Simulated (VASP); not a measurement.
KF (Carobbiite): single point with PBEsol

Crystal: KF (Carobbiite).

```
K F
1.0
     2.62765    2.62765    0.00000
    -2.62765    2.62765    0.00000
     0.00000    2.62765    2.66446
K F
1 1
Direct
  0.00000 0.00000 0.00000
  0.50000 0.50000 0.00000
```

This cell differs from its parent crystal: film at in-plane strain -0.01.

```yaml
Program: VASP 6.6.1
Task: single point
Functional: PBEsol
Potentials_or_basis: VASP PAW PBE potentials, release 64 (K_sv, F)
Cutoff: 520 eV
k_mesh: 8 × 8 × 8
Occupations: gaussian, width 0.01 eV
Spin: no spin polarisation
Dipole_correction: no
Further_INCAR_settings: ALGO = Normal; EDIFF = 1e-07; NBANDS = 15
```

```yaml
Pressure: 0.6 GPa
Band_gap_on_the_k_mesh: 6.20 eV, direct
```

Stress tensor (GPa, compression positive):
```
0.90 0.00 0.00
0.00 0.90 0.00
0.00 0.00 0.05
```

Levels at points of the mesh, in eV from the valence-band top:
| k point | band 4 | band 5 | band 6 | band 7 | band 8 | band 9 | band 10 | band 11 | band 12 | band 13 |
| --- | --- | --- | --- | --- | --- | --- | --- | --- | --- | --- |
| (0.00, 0.00, 0.00) | -9.16 | -9.16 | -0.02 | 0.00 | 0.00 | 6.20 | 10.66 | 10.75 | 10.75 | 12.38 |
| (0.50, 0.00, 0.00) | -9.20 | -9.19 | -0.86 | -0.40 | -0.39 | 9.11 | 10.72 | 12.17 | 12.26 | 14.54 |
| (0.50, 0.50, 0.00) | -9.41 | -9.40 | -0.19 | -0.07 | -0.05 | 8.09 | 10.43 | 11.98 | 13.78 | 14.43 |
| (0.00, 0.00, 0.50) | -9.39 | -9.39 | -0.23 | -0.05 | -0.05 | 8.14 | 10.42 | 11.85 | 13.79 | 14.49 |

It took 51 s on 1 thread of Intel Xeon 8259CL (shared host), peak memory 0.17 GiB.

Caveat: the cell differs from its parent crystal (film at in-plane strain -0.01); the PAW data sets were made with another functional, which shifts forces and pressure a little. A k mesh can miss the band edges.
